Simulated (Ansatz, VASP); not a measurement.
NaI in VASP and in Ansatz

The input INCAR:

```
SYSTEM = NaI
ALGO = Normal ; EDIFF = 1E-6
EDIFFG = -0.02 ; ENCUT = 600
GGA = PS ; IBRION = 2
ISIF = 3 ; ISMEAR = -1
LASPH = .TRUE. ; LCHARG = .FALSE.
LREAL = .FALSE. ; LWAVE = .FALSE.
NELM = 80 ; NSW = 80
PREC = Accurate ; SIGMA = 0.05
```

The input KPOINTS:

```
k-points
0
G
  7 7 7
  0 0 0
```

File POSCAR:

```
NaI
1.0
    0.0000000000      3.2364000000      3.2364000000
    3.2364000000      0.0000000000      3.2364000000
    3.2364000000      3.2364000000      0.0000000000
I Na
1 1
Direct
    0.5000000000      0.5000000000      0.5000000000
    0.0000000000      0.0000000000      0.0000000000
```

File input.yaml:

```yaml
crystal:
  lattice:
    - [0.0, 3.2364, 3.2364]
    - [3.2364, 0.0, 3.2364]
    - [3.2364, 3.2364, 0.0]
  atoms:
    - { symbol: I, position: [0.5, 0.5, 0.5] }
    - { symbol: Na, position: [0.0, 0.0, 0.0] }
kpoints:
  mp_grid: { grid: [7, 7, 7] }
scf:
  occupations: { method: fermi_dirac, width: 0.05 }
hamiltonian:
  xc: pbesol
  pseudopotentials: { kind: all_electron, lapw: { basis_error: 0.001 } }
output:
  forces: true
  stress: true
relax:
  f_tol: 0.02
  max_steps: 60
  cell: {}
```

Alike in both runs: task relaxation of cell and atoms; functional PBEsol; k mesh 7 × 7 × 7; occupations fermi-dirac, width 0.05 eV; no spin polarisation.

```csv
,VASP,Ansatz
version,VASP 6.6.1,Ansatz 0.2.0
potentials or method,"VASP PAW PBE potentials, release 64 (I, Na_pv), cutoff 600 eV","all-electron LAPW, scalar-relativistic"
```

|  | VASP | Ansatz | Ansatz less VASP |
| --- | --- | --- | --- |
| relaxed volume (Å³/atom) | 32.95 | 32.80 | -0.149 |
| relaxed cell length with the largest relative difference (Å) | 4.534 | 4.527 | -0.0068 |

VASP's potentials were made for PBE, not for PBEsol. Ansatz ran all-electron here, and VASP with PAW potentials.

Spin-orbit coupling is off throughout.
